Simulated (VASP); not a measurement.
Ge2Pd:

```
CELL_PARAMETERS angstrom
1.70049 0.98178 5.13592
-1.70049 0.98178 5.13592
0.00000 -1.96356 5.13592
ATOMIC_POSITIONS crystal
Ge 0.75000 0.75000 0.75000
Ge 0.25000 0.25000 0.25000
Pd 0.00000 0.00000 0.00000
```

* Program: VASP 6.6.1
* Task: relaxation of cell and atoms
* Functional: PBE
* Potentials or basis: VASP PAW PBE potentials, release 64 (Ge_d, Pd)
* Cutoff: 600 eV
* k mesh: 6 × 6 × 6
* Occupations: gaussian, width 0.1 eV
* Spin: no spin polarisation

At the start: pressure 31.8 GPa; volume 17.15 Å³/atom.

Where does the relaxation end?

Over 23 steps the energy falls by 563.8 meV/atom and the volume is 17.47 Å³/atom (+1.9 %); space group R-3m (No. 166, to 0.05 Å).

The path:
| step | energy change (eV) | largest force (eV/Å) | pressure (GPa) | volume (Å³) |
| --- | --- | --- | --- | --- |
| 1 | 0.0000 | 3.7697 | 31.77 | 51.45 |
| 2 | -0.2090 | 0.6840 | -12.72 | 81.13 |
| 3 | -1.2319 | 0.5239 | -2.43 | 63.90 |
| 4 | -1.2352 | 0.6007 | -1.72 | 63.32 |
| 5 | -1.2357 | 0.6558 | -1.17 | 62.93 |
| 6 | -1.2810 | 0.6586 | -0.96 | 61.88 |
| 7 | -1.4029 | 0.5589 | -0.10 | 58.81 |
| 8 | -1.4658 | 0.0616 | 4.73 | 52.96 |
| 9 | -1.4767 | 0.3593 | 2.33 | 55.17 |
| 10 | -1.5059 | 0.0069 | -1.08 | 56.30 |
| 11 | -1.5059 | 0.0117 | -1.13 | 56.32 |
| 12 | -1.5211 | 0.1346 | -1.02 | 55.77 |
| 13 | -1.5431 | 0.2504 | -0.81 | 54.78 |
| 14 | -1.5743 | 0.9627 | 0.17 | 52.71 |
| 15 | -1.5722 | 0.5502 | -0.44 | 53.61 |
| 16 | -1.5768 | 0.7707 | -0.19 | 53.15 |
| 17 | -1.5820 | 0.8225 | -0.12 | 52.99 |
| 18 | -1.5903 | 0.9450 | 0.20 | 52.49 |
| 19 | -1.5988 | 0.8771 | 0.11 | 52.49 |
| 20 | -1.6206 | 0.6962 | -0.05 | 52.49 |
| 21 | -1.6539 | 0.5013 | -0.13 | 52.48 |
| 22 | -1.6902 | 0.0745 | -0.05 | 52.43 |
| 23 | -1.6915 | 0.0227 | 0.01 | 52.42 |

Final structure:
```
Ge Pd
1.0
     1.58876    0.91727    5.99494
    -1.58876    0.91727    5.99494
     0.00000   -1.83454    5.99494
Ge Pd
2 1
Direct
  0.77465 0.77465 0.77465
  0.22535 0.22535 0.22535
  0.00000 0.00000 0.00000
```

Caveat: the k points lie up to 0.38 Å⁻¹ apart in the final cell.
